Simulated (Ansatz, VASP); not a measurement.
**Os: VASP beside Ansatz**

```
Os
1.0
     2.59739    0.00000    0.00000
    -1.29870    2.24941    0.00000
     0.00000    0.00000    4.21171
Os
2
Direct
  0.33333 0.66667 0.25000
  0.66667 0.33333 0.75000
```

Change from the starting cell: strain -0.050 along x and y, -0.025 along z, atoms carried along.

Alike in both runs: task single point; functional PBEsol; k mesh 18 × 18 × 12; occupations gaussian, width 0.15 eV; no spin polarisation.

|  | VASP | Ansatz |
| --- | --- | --- |
| version | VASP 6.6.1 | Ansatz 0.2.0 |
| potentials or method | VASP PAW PBE potentials, release 64 (Os), cutoff 520 eV | scalar-relativistic, plane waves, PAW |
| valence electrons in the cell | 16 | 32 |

Ansatz gave:

```
gap on the k mesh at the Fermi level (eV)                     : none
pressure (GPa)                                                : 69.6
traceless stress, the component that is largest in VASP (GPa) : -13.27
```

Question: Estimate VASP's values.

Answer: gap on the k mesh at the Fermi level (eV): none; pressure (GPa): 72.8; traceless stress, the component that is largest in VASP (GPa): -13.36.

VASP's potentials were made for PBE, not for PBEsol. A gap of «none» marks a metal or a gap that the smearing closes. Both programs put the cell under a high pressure, so it lies far from rest at this level. With one functional, cell and mesh, what is left measures potentials, basis and numerics. VASP's potentials hold 16 valence electrons a cell and Ansatz's 32, so a difference there can come from the potentials and not from the codes.

Spin-orbit coupling is off throughout. Noted on VASP's run: the cell as given lies far from equilibrium.
